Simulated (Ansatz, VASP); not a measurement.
## TaN: VASP beside Ansatz

```
CELL_PARAMETERS angstrom
5.12578 0.00000 0.00000
-2.56289 4.43905 0.00000
0.00000 0.00000 2.87166
ATOMIC_POSITIONS crystal
Ta 0.33333 0.66667 0.50000
Ta 0.66667 0.33333 0.50000
Ta 0.00000 0.00000 0.00000
N 0.39285 0.00000 0.00000
N 0.60715 0.60715 0.00000
N 0.00000 0.39285 0.00000
```

Change from the starting cell: volume scaled by 0.96, crystal datasets.

Alike in both runs: task electric field gradients; functional PBEsol; k mesh 6 × 6 × 9; occupations fermi-dirac, width 0.01 eV; no spin polarisation.

|  | VASP | Ansatz |
| --- | --- | --- |
| version | VASP 6.6.1 | Ansatz 0.2.0 |
| potentials or method | VASP PAW PBE potentials, release 64 (Ta_pv, N), cutoff 520 eV | all-electron PAW with datasets made for the crystal, scalar-relativistic |

|  | VASP | Ansatz | Ansatz less VASP |
| --- | --- | --- | --- |
| pressure (GPa) | 11.5 | 10.3 | -1.21 |
| traceless stress, the component that is largest in VASP (GPa) | -0.44 | -0.22 | +0.225 |
| rms of the force components (eV/Å) | 0.089 | 0.076 | -0.0122 |
| size of Vzz on the site where it differs most (V/Å²) | 197.7 | 124.4 | -73.25 |

VASP's potentials were made for PBE, not for PBEsol. Atom by atom the forces differ by 0.012 eV/Å (rms over components). Ansatz ran all-electron here, and VASP with PAW potentials.

Spin-orbit coupling is off throughout.
